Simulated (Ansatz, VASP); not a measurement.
This is a calculation of TiC for Ansatz 0.2.0.

File input.yaml:

```yaml
crystal:
  lattice:
    - [0.0, 2.1511833799, 2.1511833799]
    - [2.1511833799, 0.0, 2.1511833799]
    - [2.1511833799, 2.1511833799, 0.0]
  atoms:
    - { symbol: Ti, position: [0.0, 0.0, 0.0] }
    - { symbol: C, position: [0.5, 0.5, 0.5] }
hamiltonian:
  xc: { exchange: b88, correlation: pbe }
  pseudopotentials: { kind: paw }
kpoints:
  mp_grid: { grid: [11, 11, 11] }
scf:
  occupations: { method: fermi_dirac, width: 0.05 }
output:
  forces: true
  stress: true
  eigenvalues: true
```

Potentials or basis: Ansatz PAW.

The run is started by

```console
$ ansatz run input.yaml --threads 2 --pin off --max-ram 5120MiB --backend cpu --events-out ev --progress --plain --runs-dir out
```

Task: Translate it to VASP 6.6.1. Potentials there: VASP PAW PBE potentials, release 64 (Ti_sv, C).

Result: As run (the cutoff follows the program's own potentials):

The input INCAR:

```
PREC     = Accurate       # precision mode
ENCUT    = 600            # plane-wave cutoff, eV
EDIFF    = 1E-6           # SCF threshold, eV
ISMEAR   = -1             # smearing method
SIGMA    = 0.05           # smearing width, eV
LREAL    = False          # projectors in reciprocal space
LASPH    = True           # aspherical terms in the spheres
NELM     = 120            # most SCF steps
ALGO     = Normal         # electronic algorithm
ISIF     = 2              # what is computed and relaxed
LWAVE    = False          # write WAVECAR
LCHARG   = False          # write CHGCAR
GGA      = LIBXC          # functional
LIBXC1   = GGA_X_B88    
LIBXC2   = GGA_C_PBE    
NBANDS   = 15             # bands
GGA_COMPAT= False
```

The input KPOINTS:

```
Automatic mesh
0
Gamma
  11 11 11
```

Contents of POSCAR:

```
TiC
1.0
    0.0000000000      2.1511833799      2.1511833799
    2.1511833799      0.0000000000      2.1511833799
    2.1511833799      2.1511833799      0.0000000000
Ti C
1 1
Direct
    0.0000000000      0.0000000000      0.0000000000
    0.5000000000      0.5000000000      0.5000000000
```

Potentials or basis: VASP PAW PBE potentials, release 64 (Ti_sv, C).

Command:

```console
$ cat potpaw_PBE.64/Ti_sv/POTCAR potpaw_PBE.64/C/POTCAR > POTCAR
$ mpirun -np 1 vasp_std > vasp.out
```

Both were run:

|  | VASP | Ansatz | Ansatz less VASP |
| --- | --- | --- | --- |
| gap on the k mesh at the Fermi level (eV) | none | none | - |
| pressure (GPa) | 5.7 | 5.6 | -0.12 |

VASP's potentials were made for PBE, not for b88 exchange, pbe correlation. A gap of «none» marks a metal or a gap that the smearing closes. With one functional, cell and mesh, what is left measures potentials, basis and numerics.
